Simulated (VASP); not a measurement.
A run of VASP 6.6.1 is set up as follows.

INCAR

```
ALGO = Normal
EDIFF = 1E-8
ENCUT = 520
GGA = CA
IBRION = 8
ISIF = 2
ISMEAR = 0
LASPH = True
LCHARG = False
LREAL = False
LWAVE = False
NELM = 80
NSW = 1
PREC = Accurate
SIGMA = 0.01
```

The input KPOINTS:

```
k-points
0
Gamma
  8 8 4
```

File POSCAR:

```
AlN
1.0
    3.1092291097      0.0000000000      0.0000000000
   -1.5546145548      2.6926713952      0.0000000000
    0.0000000000      0.0000000000      4.9759899125
Al N
2 2
Direct
    0.3333333333      0.6666666667     -0.0009259163
    0.6666666667      0.3333333333      0.4990740837
    0.3333333333      0.6666666667      0.3809259163
    0.6666666667      0.3333333333      0.8809259163
```

Potentials or basis: VASP PAW LDA potentials, release 64 (Al, N).

Launch:

```sh
$ cat potpaw_LDA.64/Al/POTCAR potpaw_LDA.64/N/POTCAR > POTCAR
$ mpirun -np 1 vasp_std > vasp.out
```

**Question.** Estimate the highest phonon frequency at Γ, LO-TO splitting left out.

**Answer.** 719 cm⁻¹.

Phonon frequencies in cm⁻¹ (negative: imaginary):
```csv
q point,frequencies
"(0.000, 0.000, 0.000)",0 0 0 240 240 545 609 652 652 665 665 719
```

Caveat: the cell stands under pressure or tension, which shifts response properties.
